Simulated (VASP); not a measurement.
The system is CdSe.

```
Cd Se
1.0
    -0.07798    3.05115    3.05115
     3.05115   -0.07798    3.05115
     3.05115    3.05115   -0.07798
Cd Se
1 1
Direct
  0.99740 0.99740 0.99740
  0.25260 0.25260 0.25260
```

This cell differs from its parent crystal: epitaxial 111 strain +2.0%.

Base run:

```yaml
Program: VASP 6.6.1
Functional: r2SCAN
Potentials_or_basis: VASP PAW PBE potentials, release 64 (Cd, Se)
Cutoff: 520 eV
k_mesh: 8 × 8 × 8
Occupations: gaussian, width 0.01 eV
Spin: no spin polarisation
```

Its results: band gap on the k mesh 0.88 eV, direct; pressure -0.9 GPa; largest force 0.005 eV/Å.

Problem. The run is repeated on the same cell with these changes: functional from r2SCAN to PBE; k mesh from 8 × 8 × 8 to 4 × 4 × 4. What comes out?

Solution. Band gap on the k mesh 0.41 eV, direct; pressure 0.8 GPa; largest force 0.003 eV/Å.

Several settings changed at once, so the effect can't be laid on one alone.

Caveats: some runs use coarse meshes; the PAW data sets were made with another functional, which shifts forces and pressure a little (some runs).

